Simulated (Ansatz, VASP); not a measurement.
Two plane-wave programs on Sn3Br

INCAR

```
SYSTEM = Sn3Br
PREC = Accurate
ENCUT = 600
EDIFF = 1E-7
ISMEAR = 0
SIGMA = 0.1
LREAL = .False.
LASPH = .True.
NELM = 80
ALGO = Normal
ISIF = 3
LWAVE = .False.
LCHARG = .False.
GGA = PE
IBRION = 2
NSW = 90
EDIFFG = -0.04
```

KPOINTS

```
Automatic mesh
0
Gamma
  6 6 4
  0 0 0
```

The input POSCAR:

```
Sn3Br
1.0
    4.5778769100      0.0000000000      0.0000000000
   -2.2889384600      3.9645577000      0.0000000000
    0.0000000000      0.0000000000      6.9264965000
Sn Br
3 1
Direct
    0.5000000000      0.0000000000      0.0000000000
    0.0000000000      0.5000000000      0.0000000000
    0.5000000000      0.5000000000      0.0000000000
    0.0000000000      0.0000000000      0.0000000000
```

Input for Ansatz:

```yaml
crystal:
  lattice:
    - [4.57787691, 0.0, 0.0]
    - [-2.28893846, 3.9645577, 0.0]
    - [0.0, 0.0, 6.9264965]
  atoms:
    - { symbol: Sn, position: [0.5, 0.0, 0.0] }
    - { symbol: Sn, position: [0.0, 0.5, 0.0] }
    - { symbol: Sn, position: [0.5, 0.5, 0.0] }
    - { symbol: Br, position: [0.0, 0.0, 0.0] }
basis:
  ecutwfc: 420
kpoints:
  mp_grid: { grid: [6, 6, 4] }
hamiltonian:
  xc: pbe
scf:
  occupations: { method: gaussian, width: 0.1 }
  lower_state_search: "off"
output:
  forces: true
  stress: true
  eigenvalues: true
relax:
  adjacent_minimum: "off"
  f_tol: 0.04
  max_steps: 70
  cell: { stress_tol: 0.4 }
```

Alike in both runs: task relaxation of cell and atoms; functional PBE; k mesh 6 × 6 × 4; occupations gaussian, width 0.1 eV; no spin polarisation.

```csv
,VASP,Ansatz
version,VASP 6.6.1,Ansatz 0.2.0
potentials or method,"VASP PAW PBE potentials, release 64 (Sn_d, Br), cutoff 600 eV","scalar-relativistic, plane waves, PAW"
valence electrons in the cell,49,49
```

```csv
,VASP,Ansatz,Ansatz less VASP
"gap on the k mesh at the Fermi level, each at its own relaxed structure (eV)",none,none,-
relaxed volume (Å³/atom),60.56,29.47,-31.087
relaxed cell length with the largest relative difference (Å),6.355,2.948,-3.4071
```

A gap of «none» marks a metal or a gap that the smearing closes. One of these differences is far larger than is usual between the two programs; its cause wasn't traced.

Noted on VASP's run: the volume moved by over 15 % at a fixed basis, so the end points are rough.
